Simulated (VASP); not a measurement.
Sn, 2 atoms in the cell. The structure is cubic, space group Fd-3m (No. 227). The conventional cell has a = 6.476 Å, b = 6.476 Å, c = 6.476 Å, α = 90.00°, β = 90.00°, γ = 90.00°. Within 3.7 Å of Sn (site symmetry -43m) lie 4 Sn at 2.80 Å. This isn't the form of Sn at room conditions, which is tetragonal (white tin).

* Program: VASP 6.6.1
* Task: single point
* Functional: LDA
* Potentials or basis: VASP PAW LDA potentials, release 64 (Sn_d)
* Cutoff: 520 eV
* k mesh: 9 × 9 × 9
* Occupations: methfessel-paxton, width 0.2 eV
* Spin: no spin polarisation
* Dipole correction: no
* Further INCAR settings: ALGO = Normal; EDIFF = 1e-06; NBANDS = 21

Potentials or basis: VASP PAW LDA potentials, release 64 (Sn_d).

The run is started by

```bash
$ cat potpaw_LDA.64/Sn_d/POTCAR > POTCAR
$ mpirun -np 1 vasp_std > vasp.out
```

Hardware: 1 thread of Intel(R) Xeon(R) Platinum 8259CL CPU @ 2.50GHz (Skylake/Cascade Lake), on a shared host.

Question: How long does it take, and how much memory?

Answer: Run time: 31 s on 1 thread of Intel(R) Xeon(R) Platinum 8259CL CPU @ 2.50GHz (Skylake/Cascade Lake) (shared host), peak memory 0.19 GiB. Counts: scf iterations 11, k points 35.
